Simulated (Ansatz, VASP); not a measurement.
MgO: VASP beside Ansatz

```xyz
4
Lattice="3.2200 0.0000 0.0000 -1.6100 2.7886 0.0000 0.0000 0.0000 5.2583" Properties=species:S:1:pos:R:3 pbc="T T T"
Mg    0.0000    0.0000    0.0000
Mg    0.0000    1.8591    2.6291
O     0.0000    0.0000    1.9718
O     0.0000    1.8591    4.6010
```

Alike in both runs: task relaxation of cell and atoms; functional PBE; k mesh 12 × 12 × 4; occupations gaussian, width 0.02 eV; no spin polarisation.

|  | VASP | Ansatz |
| --- | --- | --- |
| version | VASP 6.6.1 | Ansatz 0.2.0 |
| potentials or method | VASP PAW PBE potentials, release 64 (Mg, O), cutoff 600 eV | scalar-relativistic, plane waves, PAW |
| valence electrons in the cell | 16 | 32 |

```csv
,VASP,Ansatz,Ansatz less VASP
"gap on the k mesh at the Fermi level, each at its own relaxed structure (eV)",3.42,3.41,-0.001
relaxed volume (Å³/atom),12.12,12.18,+0.059
relaxed cell length with the largest relative difference (Å),5.108,5.124,+0.0158
```

VASP's potentials hold 16 valence electrons a cell and Ansatz's 32, so a difference there can come from the potentials and not from the codes.
